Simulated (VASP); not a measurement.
# K8Mg7F25 (a cell with a defect): single point with PBEsol

K8Mg7F25 (a cell with a defect):

```
K F Mg
1.0
     7.98254    0.00000    0.00000
     0.00000    7.98254    0.00000
     0.00000    0.00000    7.98254
K F Mg
8 25 7
Direct
  0.00291 0.00458 0.00368
  0.00313 0.00479 0.49617
  0.00356 0.49615 0.00386
  0.00352 0.49579 0.49618
  0.49513 0.00482 0.00413
  0.49518 0.00439 0.49600
  0.49566 0.49538 0.00392
  0.49591 0.49564 0.49634
  0.24912 0.25026 0.25020
  0.24850 0.25014 0.99201
  0.24991 0.24982 0.50818
  0.24926 0.74986 0.00079
  0.24952 0.75051 0.49942
  0.74925 0.25020 0.00052
  0.74970 0.25021 0.49961
  0.74949 0.75016 0.00091
  0.74927 0.75014 0.49923
  0.99129 0.25256 0.24918
  0.99986 0.25024 0.75003
  0.00006 0.74835 0.25022
  0.00024 0.75022 0.74998
  0.50747 0.24771 0.25110
  0.49899 0.25028 0.75007
  0.49867 0.75192 0.25012
  0.49856 0.75006 0.75018
  0.24563 0.99110 0.24865
  0.24943 0.00057 0.75018
  0.25347 0.50937 0.25043
  0.24950 0.49990 0.74992
  0.75070 0.00052 0.24996
  0.74923 0.00093 0.74999
  0.74818 0.49985 0.25008
  0.74956 0.49943 0.75009
  0.24941 0.25026 0.75013
  0.24932 0.75032 0.25018
  0.24945 0.75024 0.75007
  0.74931 0.25021 0.25006
  0.74946 0.25018 0.75006
  0.74939 0.75018 0.25007
  0.74935 0.75018 0.75006
```

```
Program                : VASP 6.6.1
Task                   : single point
Functional             : PBEsol
Potentials or basis    : VASP PAW PBE potentials, release 64 (K_sv, F, Mg)
Cutoff                 : 520 eV
k mesh                 : 1 × 1 × 1, shifted
Occupations            : fermi-dirac, width 0.05 eV
Spin                   : collinear spin
Fixed moment           : 1 μB
Dipole correction      : no
Further INCAR settings : LREAL = Auto; ALGO = Normal; EDIFF = 1e-06; NBANDS = 160; ISYM = -1
```

```yaml
Pressure: 0.8 GPa
Largest_force: 0.038 eV/Å
Net_moment: 1.00 μB per cell
Site_moments: K -0.00; F +0.45, +0.24, -0.02, +0.01, -0.00, -0.25, -0.26 (each value once); Mg +0.01, -0.01, +0.00 (each value once) μB
Valence_electrons_inside_the_program's_atomic_spheres: K 7.56; F 5.72, 6.03, 6.12, 6.04 (each value once); Mg 0.39, 0.40, 0.36 (each value once)
```

Forces on the atoms (eV/Å):
```
K    0.006  0.010  0.008
K    0.008  0.008 -0.009
K    0.007 -0.009  0.011
K    0.009 -0.009 -0.011
K   -0.006  0.001  0.002
K   -0.007  0.005 -0.001
K   -0.008 -0.003  0.006
K   -0.010 -0.008 -0.004
F    0.003  0.003 -0.002
F    0.003  0.003 -0.009
F    0.002  0.001  0.012
F   -0.001  0.000 -0.011
F   -0.002  0.005  0.010
F   -0.008 -0.001 -0.004
F    0.003  0.001  0.001
F   -0.001  0.000 -0.003
F    0.001  0.001  0.004
F   -0.009  0.003 -0.002
F   -0.005  0.000 -0.007
F   -0.011  0.001  0.000
F   -0.004  0.003 -0.001
F    0.009 -0.001  0.000
F    0.000  0.000  0.007
F    0.015  0.000  0.000
F    0.004  0.002  0.000
F   -0.005 -0.036 -0.001
F   -0.001 -0.002 -0.001
F    0.005  0.037  0.006
F   -0.005  0.000  0.001
F    0.002 -0.002  0.002
F    0.001 -0.001  0.000
F   -0.001  0.003  0.001
F   -0.002  0.001  0.000
Mg   0.001 -0.002 -0.002
Mg   0.004 -0.010 -0.003
Mg   0.000 -0.002  0.001
Mg   0.004  0.000 -0.001
Mg  -0.002  0.000  0.000
Mg  -0.001 -0.001 -0.001
Mg   0.001  0.001  0.002
```

Stress tensor (GPa, compression positive):
```
 0.68 -0.08 -0.06
-0.08  0.92 -0.08
-0.06 -0.08  0.68
```

It took 10 min on 1 thread of Intel(R) Xeon(R) Platinum 8259CL CPU @ 2.50GHz (Skylake/Cascade Lake), with other jobs on the host, peak memory 0.7 GiB.

Caveat: the PAW data sets were made with another functional, which shifts forces and pressure a little; the total moment is fixed, so each spin has its own Fermi level and the state may be an excited one.
